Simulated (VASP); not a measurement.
Here is a VASP 6.6.1 calculation.

The input INCAR:

```
SYSTEM = AlSi62
ALGO     = Normal         ! electronic algorithm
EDIFF    = 1E-7           ! SCF threshold, eV
ENCUT    = 520            ! plane-wave cutoff, eV
GGA      = CA             ! functional
ISIF     = 2              ! what is computed and relaxed
ISMEAR   = 0              ! smearing method
ISPIN    = 2              ! spin polarisation
LASPH    = .True.         ! aspherical terms in the spheres
LCHARG   = .False.        ! write CHGCAR
LORBIT   = 11             ! projections on sites
LREAL    = Auto         
LWAVE    = .False.        ! write WAVECAR
MAGMOM   = 0 0 0 0 0 0 0 0 0 0 0 0 0 0 0 0 0 0 0 0 0 0 0 0 0 0 0 0 0 0 0 0 0 0 0 0 0 0 0 0 0 0 0 0 0 0 0 0 0 0 0 0 0 0 0 0 0 0 0 0 0 0 0 ! initial moments
NBANDS   = 166            ! bands
NELECT   = 249.0        
NELM     = 150            ! most SCF steps
PREC     = Accurate       ! precision mode
SIGMA    = 0.02           ! smearing width, eV
```

KPOINTS

```
k-points
0
Gamma
  1 1 1
  0 0 0
```

File POSCAR:

```
AlSi62
1.0
   10.8600000000      0.0000000000      0.0000000000
    0.0000000000     10.8600000000      0.0000000000
    0.0000000000      0.0000000000     10.8600000000
Si Al
62 1
Direct
    0.4994637201      0.0005362799     -0.0010088398
    0.6258338858      0.1239067219      0.1264129834
    0.7507741252      0.2489623389     -0.0015270718
    0.8808828729      0.3722839779      0.1191171271
    0.7513872007     -0.0022913444      0.2486127993
    0.8735870166      0.1239067219      0.3741661142
    0.0000464088     -0.0002036832     -0.0000464088
    0.1267301105      0.1226746777      0.1257000000
    0.2446929098      0.2553070902      0.0048288214
    0.3773253223      0.3732698895      0.1257000000
    0.5002036832      0.4999535912     -0.0000464088
    0.6278374770      0.6228966851      0.1228966851
    0.7550029466      0.7449970534     -0.0023629834
    0.8771033149      0.8721625230      0.1228966851
    0.2511040516     -0.0006894107      0.2512894107
    0.3746372007      0.1253627993      0.3766283610
    0.5006894107      0.2488959484      0.2512894107
    0.6261539595      0.3741607735      0.3738460405
    0.7550029466      0.4976370166      0.2449970534
    0.8771033149      0.6228966851      0.3721625230
    0.5000617864     -0.0000617864      0.4999382136
    0.6233716390      0.1253627993      0.6253627993
    0.7487105893      0.2488959484      0.4993105893
    0.8743000000      0.3732698895      0.6226746777
    0.7487105893     -0.0006894107      0.7488959484
    0.8743000000      0.1226746777      0.8732698895
    0.1277160221      0.6191171271      0.1191171271
    0.2510376611      0.7492258748     -0.0015270718
    0.3760932781      0.8741661142      0.1264129834
    0.0015270718      0.2489623389      0.2492258748
    0.1263142726      0.3736857274      0.3744142726
    0.2510376611      0.4984729282      0.2492258748
    0.3760932781      0.6264129834      0.3741661142
    0.5022913444      0.7486127993      0.2486127993
    0.6257125230      0.8742874770      0.3742874770
    0.0010088398      0.0005362799      0.5005362799
    0.1229895948      0.1294744936      0.6294744936
    0.2491603131      0.2508396869      0.5026534070
    0.3705255064      0.3770104052      0.6294744936
    0.4994637201      0.4989911602      0.5005362799
    0.6258338858      0.6264129834      0.6239067219
    0.7513872007      0.7486127993      0.4977086556
    0.8735870166      0.8741661142      0.6239067219
    0.2491603131      0.0026534070      0.7508396869
    0.3705255064      0.1294744936      0.8770104052
    0.4973465930      0.2508396869      0.7508396869
    0.6255857274      0.3736857274      0.8736857274
    0.7507741252      0.4984729282      0.7489623389
    0.8808828729      0.6191171271      0.8722839779
    0.0023629834      0.7449970534      0.2449970534
    0.1258392265      0.8738460405      0.3738460405
    0.0000464088      0.4999535912      0.4997963168
    0.1267301105      0.6257000000      0.6226746777
    0.2511040516      0.7512894107      0.4993105893
    0.3746372007      0.8766283610      0.6253627993
   -0.0048288214      0.2553070902      0.7553070902
    0.2446929098      0.5048288214      0.7553070902
    0.3773253223      0.6257000000      0.8732698895
    0.5006894107      0.7512894107      0.7488959484
    0.6261539595      0.8738460405      0.8741607735
    0.0015270718      0.7492258748      0.7489623389
    0.1263142726      0.8744142726      0.8736857274
    0.0963354512      0.4036645488     -0.0963354512
```

Potentials or basis: VASP PAW LDA potentials, release 64 (Si, Al).

Run with:

```sh
$ cat potpaw_LDA.64/Si/POTCAR potpaw_LDA.64/Al/POTCAR > POTCAR
$ mpirun -np 1 vasp_gam > vasp.out
```

Q: What does it give for the net moment?

A: 0.00 μB per cell.

Q: Estimate the largest force.

A: 0.029 eV/Å.

Forces in eV/Å, atoms in the order of the input:
```
Si   0.001 -0.001 -0.008
Si  -0.001 -0.009 -0.002
Si   0.002  0.010 -0.001
Si   0.004 -0.004 -0.004
Si  -0.005  0.011  0.005
Si   0.002 -0.009  0.001
Si   0.001 -0.007 -0.001
Si   0.002  0.000 -0.005
Si   0.006 -0.006  0.013
Si   0.000 -0.002 -0.005
Si   0.007 -0.001 -0.001
Si  -0.008  0.005  0.005
Si   0.009 -0.009  0.003
Si  -0.005  0.008  0.005
Si  -0.006 -0.008  0.006
Si   0.001 -0.001 -0.005
Si   0.008  0.006  0.006
Si   0.001  0.009 -0.001
Si   0.009  0.003 -0.009
Si  -0.005  0.005  0.008
Si   0.005 -0.005 -0.005
Si   0.005 -0.001 -0.001
Si  -0.006  0.006 -0.008
Si   0.005 -0.002  0.000
Si  -0.006 -0.008  0.006
Si   0.005  0.000 -0.002
Si   0.004 -0.004 -0.004
Si  -0.010 -0.002 -0.001
Si   0.009  0.001 -0.002
Si   0.001  0.010 -0.002
Si   0.003 -0.003  0.002
Si  -0.010 -0.001 -0.002
Si   0.009 -0.002  0.001
Si  -0.011  0.005  0.005
Si   0.008 -0.008 -0.008
Si   0.008 -0.001 -0.001
Si  -0.005  0.008  0.008
Si   0.001 -0.001 -0.003
Si  -0.008  0.005  0.008
Si   0.001 -0.008 -0.001
Si  -0.001 -0.002 -0.009
Si  -0.005  0.005  0.011
Si   0.002  0.001 -0.009
Si   0.001 -0.003 -0.001
Si  -0.008  0.008  0.005
Si   0.003 -0.001 -0.001
Si  -0.002 -0.003 -0.003
Si   0.002 -0.001  0.010
Si   0.004 -0.004 -0.004
Si  -0.003 -0.009 -0.009
Si  -0.009 -0.001 -0.001
Si   0.001 -0.001 -0.007
Si   0.002 -0.005  0.000
Si  -0.006  0.006 -0.008
Si   0.001 -0.005 -0.001
Si  -0.013 -0.006 -0.006
Si   0.006  0.013 -0.006
Si   0.000 -0.005 -0.002
Si   0.008  0.006  0.006
Si   0.001 -0.001  0.009
Si   0.001 -0.002  0.010
Si   0.003  0.002 -0.003
Al  -0.016  0.016  0.016
```

Caveat: the k points lie up to 0.58 Å⁻¹ apart; the cell carries a net charge on a neutralising background, which shifts energy and pressure.
